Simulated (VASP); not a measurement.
Crystal: InP.

```xyz
2
Lattice="0.0000 2.9108 2.9108 2.9108 0.0000 2.9108 2.9108 2.9108 0.0000" Properties=species:S:1:pos:R:3 pbc="T T T"
In    0.0000    0.0000    0.0000
P     4.3662    4.3662    4.3662
```

Program: VASP 6.6.1. Alike in all runs: task single point; potentials or basis VASP PAW PBE potentials, release 64 (In_d, P); no spin polarisation; cell as given; k mesh 8 × 8 × 8; cutoff (eV) 520; smearing fermi-dirac 0.05 eV.

Order these runs on this cell by their pressure, lowest first.
A. level revPBE
B. level RPBE+D4
C. level SVWN5
D. level PBE exchange alone

C (0.2 GPa), B (2.2 GPa), A (6.2 GPa), D (14.1 GPa).

Caveats: the PAW data sets were made with another functional, which shifts forces and pressure a little (some runs).
